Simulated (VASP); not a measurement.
Runs of VASP 6.6.1 on HfO2. The structure is that of space group Pmmn (No. 59), or close to it. The cells are those of the table. 

```csv
cell,gap on the mesh (eV),pressure (GPa),largest force (eV/Å)
"a = 4.010, b = 3.604, c = 5.264 Å, 6 atoms",3.84,-21.2,1.50
"a = 3.334, b = 3.604, c = 5.264 Å, 6 atoms",4.78,21.1,2.09
"a = 3.199, b = 3.604, c = 5.264 Å, 6 atoms",4.85,(b),3.68
"a = 4.145, b = 3.604, c = 5.264 Å, 6 atoms",3.62,(a),1.76
"a = 4.077, b = 3.604, c = 5.264 Å, 6 atoms",3.73,-22.9,1.64
"a = 3.064, b = 3.604, c = 5.264 Å, 6 atoms",4.80,62.3,5.76
"a = 3.875, b = 3.604, c = 5.264 Å, 6 atoms",4.10,-16.9,1.15
```

Alike in all rows: task single point; level PBE; potentials or basis VASP PAW PBE potentials, release 64 (Hf_pv, O); no spin polarisation; k mesh 6 × 6 × 4; cutoff (eV) 520; smearing gaussian 0.05 eV.

Fill in the values left out.

(a) -24.3; (b) 39.0.

Caveats: spin-orbit coupling is left out, which moves the levels of the heavy elements; forces of over 1 eV/Å act on the atoms, so gaps and moduli don't describe the material at rest; the cell stands under tension (at least some runs); the cell stands under pressure (at least some runs).

A k mesh can miss the band edges, and the runs leave out spin-orbit coupling on Hf.
